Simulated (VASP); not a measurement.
A run of VASP 6.6.1 is set up as follows.

Contents of INCAR:

```
SYSTEM = MgTlSe2
PREC = Accurate
ENCUT = 520
EDIFF = 1E-6
ISMEAR = -1
SIGMA = 0.1
LREAL = .FALSE.
LASPH = .TRUE.
NELM = 60
ALGO = Normal
ISIF = 2
LWAVE = .FALSE.
LCHARG = .TRUE.
GGA = PE
LELF = .TRUE.
LVHAR = .TRUE.
NBANDS = 37
```

Contents of KPOINTS:

```
regular mesh
0
G
  7 7 7
  0 0 0
```

File POSCAR:

```
MgTlSe2
1.0
    0.0000000000      0.0000000000      6.2996310000
    4.0491930000     -4.0491930000      3.1498150000
    4.0491930000      4.0491930000     -3.1498150000
Tl Se Mg
2 4 2
Direct
    0.2500000000      0.0000000000      0.0000000000
    0.7500000000      0.0000000000      0.0000000000
    0.6667000000      0.5000000000      0.8334000000
    0.1667000000      0.1666000000      0.5000000000
    0.3333000000      0.5000000000      0.1666000000
    0.8333000000      0.8334000000      0.5000000000
    0.7500000000      0.5000000000      0.5000000000
    0.2500000000      0.5000000000      0.5000000000
```

Potentials or basis: VASP PAW PBE potentials, release 64 (Tl_d, Se, Mg).

Launch:

```console
$ cat potpaw_PBE.64/Tl_d/POTCAR potpaw_PBE.64/Se/POTCAR potpaw_PBE.64/Mg/POTCAR > POTCAR
$ mpirun -np 1 vasp_std > vasp.out
```

Task: Estimate the pressure.

Result: 4.3 GPa.

Task: What does it give for the largest force?

Result: 1.169 eV/Å.

Task: Predict the band gap on the k mesh.

Result: Zero (band 27 reaches 2.58 eV, above the bottom of band 28 at 2.35 eV).

Stress tensor (GPa, compression positive):
```
2.42 0.00 0.00
0.00 2.42 0.00
0.00 0.00 8.02
```

Caveat: spin-orbit coupling is left out, which moves the levels of the heavy elements; forces of over 1 eV/Å act on the atoms, so gaps and moduli don't describe the material at rest.
